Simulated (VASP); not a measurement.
HgTe: single point with PBEsol

Crystal: HgTe.

```
CELL_PARAMETERS angstrom
0.00000 3.33728 3.33728
3.33728 0.00000 3.33728
3.33728 3.33728 0.00000
ATOMIC_POSITIONS crystal
Hg 0.00000 0.00000 0.00000
Te 0.75000 0.75000 0.75000
```

This cell differs from its parent crystal: strain +0.025 along x and y, +0.025 along z.

- Program: VASP 6.6.1
- Task: single point
- Functional: PBEsol
- Potentials or basis: VASP PAW PBE potentials, release 64 (Hg, Te)
- Cutoff: 520 eV
- k mesh: 16 × 16 × 16
- Occupations: gaussian, width 0.15 eV
- Spin: no spin polarisation
- Dipole correction: no
- Further INCAR settings: ALGO = Normal; EDIFF = 1e-06; NBANDS = 16

The pressure is -2.5 GPa and the band gap on the k mesh is zero (filled and empty bands touch).

Levels at points of the mesh, in eV from the Fermi level:
| k point | band 7 | band 8 | band 9 | band 10 | band 11 | band 12 |
| --- | --- | --- | --- | --- | --- | --- |
| (0.00, 0.00, 0.00) | -1.14 | -0.12 | -0.12 | -0.12 | 4.22 | 4.22 |
| (0.50, 0.00, 0.00) | -5.05 | -0.94 | -0.94 | 0.51 | 4.94 | 4.94 |
| (0.50, 0.50, 0.00) | -5.08 | -2.03 | -2.03 | 1.74 | 2.51 | 7.65 |

It took 3.8 min on 1 thread of Intel Xeon 8259CL, on a shared host, peak memory 0.34 GiB.

Caveat: the cell differs from its parent crystal (strain +0.025 along x and y, +0.025 along z); semilocal functionals underestimate gaps, so a narrow gap can read as zero; the PAW data sets were made with another functional, which shifts forces and pressure a little; spin-orbit coupling is left out, which moves the levels of the heavy elements.
